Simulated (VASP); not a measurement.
# Al (C2/c) in VASP: single point with RPBE

Aim: the single point of Al with RPBE.

All numbers are computed with VASP 6.6.1; they aren't measurements. Logs are shortened: lines on timing, memory, paths and dates and some standing lists are left out, and cuts for length are marked.

## (1) The cell of the first run

Symmetry: C2/c, No. 15, monoclinic system. Conventional cell: a = 2.929 Å, b = 9.152 Å, c = 3.012 Å, α = 90.00°, β = 90.61°, γ = 90.00°. Al (site symmetry 2) has 10 Al at 2.90 to 3.01 Å within 3.8 Å.

## (2) Single point, RPBE (20.18 Å³/atom)

Contents of INCAR:

```
PREC = Accurate ; ENCUT = 520
EDIFF = 1E-6 ; ISMEAR = -1
SIGMA = 0.1 ; LREAL = False
LASPH = True ; NELM = 60
ALGO = Normal ; ISIF = 2
LWAVE = False ; LCHARG = False
GGA = RP ; NBANDS = 10
```

Contents of KPOINTS:

```
Automatic mesh
0
Gamma
  18 18 12
```

Contents of POSCAR:

```
Al
1.0
   -3.4488639371      3.0223268853      1.4329837394
    3.0223268853     -3.4488639371      1.4329837394
    2.5057254815      2.5057254815     -2.2141871311
Al
2
Direct
    0.9895291984      0.0104708016      0.0000000000
    0.7604708016      0.2395291984      0.5000000000
```

Potentials or basis: VASP PAW PBE potentials, release 64 (Al).

On the command line:

```console
> cat potpaw_PBE.64/Al/POTCAR > POTCAR
> mpirun -np 1 vasp_std > vasp.out
```

OUTCAR:

```text
PREC = Accurate
   ENCUT = 520
   EDIFF = 1E-6
   ISMEAR = -1
   LREAL = False
   LASPH = True
   NELM = 60
   ISIF = 2
   GGA = RP

 ion  position               nearest neighbor table
   1  0.990  0.010  0.000-   2 2.90   2 2.90   2 2.96   2 2.96   2 2.98   2 2.98
   2  0.760  0.240  0.500-   1 2.90   1 2.90   1 2.96   1 2.96   1 2.98   1 2.98

  Warning from LATTYP: Got some problem with cell dimensions!
  Tried to take original basis but could not verify dimensions!
  LATTYP: Found a base centered monoclinic cell.
 ALAT       =     2.9287603696
 B/A-ratio  =     3.1247506353
 C/A-ratio  =     1.0283490532
 COS(beta)  =    -0.0106883070

  Lattice vectors:

 A1 = (   3.4488639371,  -3.0223268853,  -1.4329837394)
 A2 = (  -3.0223268853,   3.4488639371,  -1.4329837394)
 A3 = (   2.0791884297,   2.0791884297,   0.6517803477)

Analysis of symmetry for initial positions (statically):
=====================================================================
 Subroutine PRICEL returns:
 Original cell was already a primitive cell.

 Routine SETGRP: Setting up the symmetry group for a
 base centered monoclinic supercell.

 Subroutine GETGRP returns: Found  4 space group operations
 (whereof  2 operations were pure point group operations)
 out of a pool of  4 trial point group operations.

The static configuration has the point symmetry C_2 .
 The point group associated with its full space group is C_2h.

Analysis of symmetry for dynamics (positions and initial velocities):
=====================================================================
 Subroutine PRICEL returns:
 Original cell was already a primitive cell.

 Routine SETGRP: Setting up the symmetry group for a
 base centered monoclinic supercell.

 Subroutine GETGRP returns: Found  4 space group operations
 (whereof  2 operations were pure point group operations)
 out of a pool of  4 trial point group operations.

The dynamic configuration has the point symmetry C_2 .
 The point group associated with its full space group is C_2h.

 Subroutine INISYM returns: Found  4 space group operations
 (whereof  2 operations are pure point group operations),
 and found     1 'primitive' translations

----------------------------------------------------------------------------------------

                                     Primitive cell

  volume of cell :      40.3601

  direct lattice vectors                    reciprocal lattice vectors
    -3.448863937  3.022326885  1.432983739     0.100241639  0.254772702  0.401758491
     3.022326885 -3.448863937  1.432983739     0.254772702  0.100241639  0.401758491
     2.505725481  2.505725481 -2.214187131     0.229759161  0.229759161  0.068389328

  length of vectors
     4.804431772  4.804431772  4.178509905     0.486176307  0.486176307  0.332047654

  position of ions in fractional coordinates (direct lattice)
     0.989529198  0.010470802  1.000000000
     0.760470802  0.239529198  0.500000000

  ion indices of the primitive-cell ions
   primitive index   ion index
                 1           1
                 2           2

----------------------------------------------------------------------------------------

 KPOINTS: Automatic mesh

Automatic generation of k-mesh.
 Grid dimensions read from file:
 generate k-points for:   18   18   12

 Generating k-lattice:

  Cartesian coordinates                     Fractional coordinates (reciprocal lattice)
     0.005568980  0.014154039  0.022319916     0.055555556 -0.000000000  0.000000000
     0.014154039  0.005568980  0.022319916    -0.000000000  0.055555556  0.000000000
     0.019146597  0.019146597  0.005699111     0.000000000  0.000000000  0.083333333

  Length of vectors
     0.027009795  0.027009795  0.027670638

  Shift w.r.t. Gamma in fractional coordinates (k-lattice)
     0.000000000  0.000000000  0.000000000

 Subroutine IBZKPT returns following result:
 ===========================================

 Found   1037 irreducible k-points:

 Following reciprocal coordinates:
            Coordinates               Weight
  0.000000  0.000000  0.000000      1.000000
  0.055556  0.000000  0.000000      4.000000
  0.111111  0.000000  0.000000      4.000000
  0.166667  0.000000 -0.000000      4.000000
  0.222222  0.000000 -0.000000      4.000000
  0.277778 -0.000000  0.000000      4.000000
[... 16 lines left out ...]
 -0.277778  0.055556  0.000000      4.000000
 -0.222222  0.055556 -0.000000      4.000000
 [... further k-points ...]
   k-points           NKPTS =   1037   k-points in BZ     NKDIM =   1037   number of bands    NBANDS=     10
   number of dos      NEDOS =    301   number of ions     NIONS =      2
   total plane-waves  NPLWV =  41472
   dimension x,y,z NGX =    36 NGY =   36 NGZ =   32
   dimension x,y,z NGXF=    72 NGYF=   72 NGZF=   64
   ions per type =               2
   NGX,Y,Z   is equivalent  to a cutoff of  12.46, 12.46, 12.73 a.u.
   NGXF,Y,Z  is equivalent  to a cutoff of  24.91, 24.91, 25.46 a.u.
 SYSTEM =  unknown system
   PREC   = accura    normal or accurate (medium, high low for compatibility)
   ISTART =      0    job   : 0-new  1-cont  2-samecut
   ICHARG =      2    charge: 1-file 2-atom 10-const
   ISPIN  =      1    spin polarized calculation?
   LNONCOLLINEAR =      F non collinear calculations
   LSORBIT =      F    spin-orbit coupling
   LASPH  =      T    aspherical Exc in radial PAW
   ENCUT  =  520.0 eV  38.22 Ry    6.18 a.u.   8.93  8.93  7.77*2*pi/ulx,y,z
   NELM   =     60;   NELMIN=  2; NELMDL= -5     # of ELM steps
   EDIFF  = 0.1E-05   stopping-criterion for ELM
   LREAL  =      F    real-space projection
   EDIFFG = 0.1E-04   stopping-criterion for IOM
   NSW    =      0    number of steps for IOM
   IBRION =     -1    ionic relax: 0-MD 1-quasi-New 2-CG
   NFREE  =      0    steps in history (QN), initial steepest desc. (CG)
   ISIF   =      2    stress and relaxation
   ISYM   =      2    0-nonsym 1-usesym 2-fastsym
   POTIM  = 0.5000    time-step for ionic-motion
   TEBEG  =    0.0;   TEEND  =   0.0 temperature during run
   PSTRESS=    0.0 pullay stress
   NELECT =       6.0000    total number of electrons
   NUPDOWN=      -1.0000    fix difference up-down
   EMIN   =  10.00;   EMAX   =-10.00  energy-range for DOS
   EFERMI =   0.00;   METHOD = LEGACY
   ISMEAR =    -1;   SIGMA  =   0.10  broadening in eV -4-tet -1-fermi 0-gaus
   EFERMI_NEDOS =   21; number of points for ismear=-14 and -15
   IALGO  =     38    algorithm
   IMIX   =      4    mixing-type and parameters
     AMIX     =   0.40;   BMIX     =  1.00
     AMIX_MAG =   1.60;   BMIX_MAG =  1.00
  volume/ion in A,a.u.               =      20.18       136.18
  Fermi-wavevector in a.u.,A,eV,Ry     =   0.867243  1.638853 10.233095  0.752111
  Thomas-Fermi vector in A             =   1.985749
   LORBIT       =      0    0 simple, 1 ext, 2 COOP (PROOUT), +10 PAW based schemes
   GGA     = RP    functional components
   LHFCALC =     F    Hartree Fock is set to
   AEXX    =    0.0000 exact exchange contribution
   IVDW    =     0    specifies the selected vdW correction
   LEPSILON=     F    determine dielectric tensor
   LRPA    =     F    only Hartree local field effects (RPA)
 non-spin polarized calculation
  energy-cutoff  :      520.00
  volume of cell :       40.36
 maximum number of plane-waves:      1106
   NGX = 17   NGY = 17   NGZ = 15

 number of electron       6.0000000 magnetization

 Free energy of the ion-electron system (eV)
  ---------------------------------------------------
  ext. energy  EPLUGINS =         0.00000000
  ---------------------------------------------------
  free energy    TOTEN  =        -6.76776674 eV

  energy without entropy =       -6.73858831  energy(sigma->0) =       -6.75317752

 E-fermi :   6.0466     XC(G=0):  -9.3990

 val. band max:        6.0462095551   @ k =  -0.3889   0.0000   0.4167
 cond. band min:       6.0485663871   @ k =   0.2778   0.1667   0.5000
 fundamental gap:      0.0023568320
 Fermi energy:         6.0465551356

 k-point     1 :       0.0000    0.0000    0.0000
  band No.  band energies     occupation
      1      -3.7764      2.00000
      2       2.9881      2.00000
      3       3.4568      2.00000
      4      11.2295      0.00000
      5      11.9441      0.00000
      6      13.2560      0.00000
      7      14.3817      0.00000
      8      14.9252      0.00000
      9      15.7798      0.00000
     10      17.4308      0.00000

 k-point     2 :       0.0556    0.0000    0.0000
  band No.  band energies     occupation
      1      -3.6692      2.00000
      2       2.8803      2.00000
      3       3.7674      2.00000
      4      10.0574      0.00000
      5      12.0796      0.00000
      6      13.1225      0.00000
      7      13.7262      0.00000
      8      15.8540      0.00000
      9      16.3691      0.00000
     10      16.8182      0.00000

 k-point     3 :       0.1111    0.0000    0.0000
  band No.  band energies     occupation
      1      -3.3480      2.00000
      2       2.8404      2.00000
      3       4.4129      2.00000
      4       8.7164      0.00000
      5      10.8451      0.00000
      6      11.8404      0.00000
      7      14.7370      0.00000
      8      15.5104      0.00000
      9      16.0634      0.00000
     10      18.2896      0.00000

 k-point     4 :       0.1667    0.0000   -0.0000
  band No.  band energies     occupation
      1      -2.8143      2.00000
      2       2.9842      2.00000
      3       5.2666      1.99918
      4       7.5453      0.00000
      5       9.5487      0.00000
      6      10.7573      0.00000
      7      13.3620      0.00000
      8      15.4393      0.00000
      9      17.5296      0.00000
     10      18.8704      0.00000

 k-point     5 :       0.2222    0.0000   -0.0000
  band No.  band energies     occupation
      1      -2.0704      2.00000
      2       3.3228      2.00000
      3       6.2364      0.26063
      4       6.6153      0.00675
      5       8.4030      0.00000
      6       9.8776      0.00000
      7      12.1107      0.00000
      8      14.8670      0.00000
      9      16.3102      0.00000
     10      18.2299      0.00000

 k-point     6 :       0.2778   -0.0000    0.0000
  band No.  band energies     occupation
      1      -1.1200      2.00000
      2       3.8516      2.00000
      3       5.7358      1.91441
      4       7.1340      0.00004
      5       7.7888      0.00000
      6       9.2272      0.00000
      7      11.0180      0.00000
      8      13.7693      0.00000
      9      14.3917      0.00000
     10      16.3158      0.00000
[... 183 lines left out ...]
 k-point    21 :      -0.3889    0.0556    0.0000
  band No.  band energies     occupation
      1       0.1732      2.00000
      2       3.9821      2.00000
      3       5.2050      1.99956
      4       6.4128      0.05006
      5       8.7312      0.00000
      6       9.4835      0.00000
      7      10.1023      0.00000
      8      11.5140      0.00000
      9      13.9813      0.00000
     10      15.6735      0.00000

 k-point    22 :      -0.3333    0.0556    0.0000
  band No.  band energies     occupation
      1      -0.9969      2.00000
      2       3.2497      2.00000
      3       5.8052      1.83574
      4       7.1064      0.00005
      5       8.4518      0.00000
      6       9.4686      0.00000
      7      10.6919      0.00000
      8      13.6073      0.00000
      9      15.0073      0.00000
     10      16.7856      0.00000

 k-point    23 :      -0.2778    0.0556    0.0000
  band No.  band energies     occupation
      1      -1.9668      2.00000
      2       2.6935      2.00000
      3       6.5562      0.01216
      4       7.1281      0.00004
      5       8.2606      0.00000
      6      10.1731      0.00000
      7      11.6696      0.00000
      8      15.5171      0.00000
      9      16.1397      0.00000
     10      18.3187      0.00000

 k-point    24 :      -0.2222    0.0556   -0.0000
  band No.  band energies     occupation
      1      -2.7308      2.00000
      2       2.3326      2.00000
      3       6.0575      0.94522
      4       7.6096      0.00000
      5       9.3490      0.00000
      6      11.0609      0.00000
      7      12.8630      0.00000
      8      16.0959      0.00000
      9      17.5617      0.00000
     10      18.6057      0.00000

 [... further k-points ...]

------------------------ aborting loop because EDIFF is reached ----------------------------------------

  FORCE on cell =-STRESS in cart. coord.  units (eV):
  Direction    XX          YY          ZZ          XY          YZ          ZX
  --------------------------------------------------------------------------------------
  -------------------------------------------------------------------------------------
  Total       -1.5837697     -1.5837697     -1.5218616      0.0777104      0.0017519      0.0017519
  in kB      -62.8709437    -62.8709437    -60.4133785      3.0848703      0.0695441      0.0695441
  external PRESSURE =     -62.0517553 kB  Pullay stress =       0.0000000 kB

 VOLUME and BASIS-vectors are now :
 -----------------------------------------------------------------------------
  energy-cutoff  :      520.00
  volume of cell :       40.36
      direct lattice vectors                 reciprocal lattice vectors
    -3.448863937  3.022326885  1.432983739     0.100241639  0.254772702  0.401758491
     3.022326885 -3.448863937  1.432983739     0.254772702  0.100241639  0.401758491
     2.505725481  2.505725481 -2.214187131     0.229759161  0.229759161  0.068389328

 POSITION                                       TOTAL-FORCE (eV/Angst)
 -----------------------------------------------------------------------------------
     -3.38111      2.95457      1.43298         0.027340     -0.027340     -0.000000
     -0.64596      2.72515      0.32589        -0.027340      0.027340      0.000000
 -----------------------------------------------------------------------------------
    total drift:                                0.000000     -0.000000      0.000000

  FREE ENERGIE OF THE ION-ELECTRON SYSTEM (eV)
  ---------------------------------------------------
  free  energy   TOTEN  =        -6.7677667394 eV

  energy  without entropy=       -6.7385883058  energy(sigma->0) =       -6.75317752
```

Wall time 5.6 min (1 thread of Intel Xeon Platinum 8259CL at 2.50GHz (Skylake/Cascade Lake), shared host); peak memory 0.45 GiB.

What came out:

| Item | Value |
| --- | --- |
| Free energy | -6.7678 eV |
| Pressure | -6.2 GPa |
| Largest force | 0.039 eV/Å |
| Band gap on the k mesh | zero (bands 3 and 4 overlap by 8.72 eV) |

Forces in eV/Å, atoms in the order of the input:
```
Al   0.027 -0.027  0.000
Al  -0.027  0.027  0.000
```

Stress tensor (GPa, compression positive):
```
-6.29  0.31  0.01
 0.31 -6.29  0.01
 0.01  0.01 -6.04
```

Levels at points of the mesh, in eV from the Fermi level:
```
           k point  band 1  band 2  band 3  band 4  band 5  band 6
(0.00, 0.00, 0.00)   -9.82   -3.06   -2.59    5.18    5.90    7.21
(0.50, 0.00, 0.00)   -1.88   -1.76   -0.81   -0.65    1.53    1.66
(0.50, 0.50, 0.00)   -8.48   -7.57    5.16    5.26    6.16    6.31
(0.00, 0.00, 0.50)   -5.80   -5.80    0.74    0.74    1.34    1.34
(0.50, 0.00, 0.50)   -5.54   -4.86   -2.13   -0.98    4.62    5.46
(0.50, 0.50, 0.50)   -4.52   -4.52   -3.57   -3.57    8.59    8.59
```

Caveat: the cell stands under tension; the PAW data sets were made with another functional, which shifts forces and pressure a little.
